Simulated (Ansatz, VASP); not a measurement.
# Two plane-wave programs on Os

```
CELL_PARAMETERS angstrom
2.75593 0.00000 0.00000
-1.37796 2.38670 0.00000
0.00000 0.00000 4.34265
ATOMIC_POSITIONS crystal
Os 0.33333 0.66667 0.25000
Os 0.66667 0.33333 0.75000
```

Alike in both runs: task single point; functional PBE; k mesh 13 × 13 × 7; occupations gaussian, width 1 eV; no spin polarisation.

|  | VASP | Ansatz |
| --- | --- | --- |
| version | VASP 6.6.1 | Ansatz 0.2.0 |
| potentials or method | VASP PAW PBE potentials, release 64 (Os), cutoff 520 eV | plane waves (420 eV) with PAW, scalar-relativistic |
| valence electrons in the cell | 16 | 32 |

Ansatz gave:

* pressure (GPa): 2.9
* traceless stress, the component that is largest in VASP (GPa): 1.90

Task: Estimate VASP's values.

Result: Pressure (GPa): 2.9; traceless stress, the component that is largest in VASP (GPa): 1.82.

VASP's potentials hold 16 valence electrons a cell and Ansatz's 32, so a difference there can come from the potentials and not from the codes.

Spin-orbit coupling is off throughout.
